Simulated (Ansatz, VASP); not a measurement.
**Tl in VASP and in Ansatz**

```
Tl
1.0
     3.45600    0.03456    0.03456
    -1.69807    2.97570    0.01265
     0.05525    0.05525    5.52500
Tl
2
Cartesian
  0.0338 2.0091 1.4012
  1.7794 1.0564 4.1710
```

Change from the starting cell: equal xy, yz and zx shear strains of +2 %.

Alike in both runs: task single point; functional LDA; k mesh 11 × 11 × 6; occupations fermi-dirac, width 0.05 eV; no spin polarisation.

|  | VASP | Ansatz |
| --- | --- | --- |
| version | VASP 6.6.1 | Ansatz 0.2.0 |
| potentials or method | VASP PAW LDA potentials, release 64 (Tl_d), cutoff 520 eV | all-electron LAPW, scalar-relativistic |

|  | VASP | Ansatz | Ansatz less VASP |
| --- | --- | --- | --- |
| pressure (GPa) | -1.7 | -1.8 | -0.05 |
| traceless stress, the component that is largest in VASP (GPa) | -0.07 | -0.07 | +0.004 |
| rms of the force components (eV/Å) | 0.009 | 0.009 | +0.0001 |

LDA's correlation is that of Perdew and Zunger in VASP and of Perdew and Wang (1992) in Ansatz. Atom by atom the forces differ by 0.000 eV/Å (rms over components). Ansatz ran all-electron here, and VASP with PAW potentials.

Spin-orbit coupling is off throughout.
